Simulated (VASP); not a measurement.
Input of a VASP 6.6.1 run:

File INCAR:

```
SYSTEM = Ti
PREC = Accurate
ENCUT = 520
EDIFF = 1E-6
ISMEAR = -1
SIGMA = 0.1
LREAL = .FALSE.
LASPH = .TRUE.
NELM = 100
ALGO = Normal
ISIF = 2
LWAVE = .FALSE.
LCHARG = .FALSE.
GGA = RE
NBANDS = 58
```

Contents of KPOINTS:

```
Automatic mesh
0
G
  5 5 5
  0 0 0
```

POSCAR

```
Ti
1.0
    5.2354972776      0.0000000000      0.0000000000
    0.0000000000      5.2354972776      0.0000000000
    0.0000000000      0.0000000000      5.2354972776
Ti
8
Direct
    1.0000000000      0.0000000000      0.0000000000
    0.5000000000      0.5000000000      0.5000000000
    0.2500000000      0.0000000000      0.5000000000
    0.7500000000      1.0000000000      0.5000000000
    0.5000000000      0.2500000000      0.0000000000
    0.5000000000      0.7500000000      0.0000000000
    0.0000000000      0.5000000000      0.2500000000
    0.0000000000      0.5000000000      0.7500000000
```

Potentials or basis: VASP PAW PBE potentials, release 64 (Ti_sv).

Command:

```console
$ cat potpaw_PBE.64/Ti_sv/POTCAR > POTCAR
$ mpirun -np 1 vasp_std > vasp.out
```

**Question.** Predict the pressure.

**Answer.** -0.3 GPa.

**Question.** What does it give for the band gap on the k mesh?

**Answer.** Zero (band 48 reaches 7.85 eV, above the bottom of band 49 at 7.34 eV).

Caveat: the PAW data sets were made with another functional, which shifts forces and pressure a little.
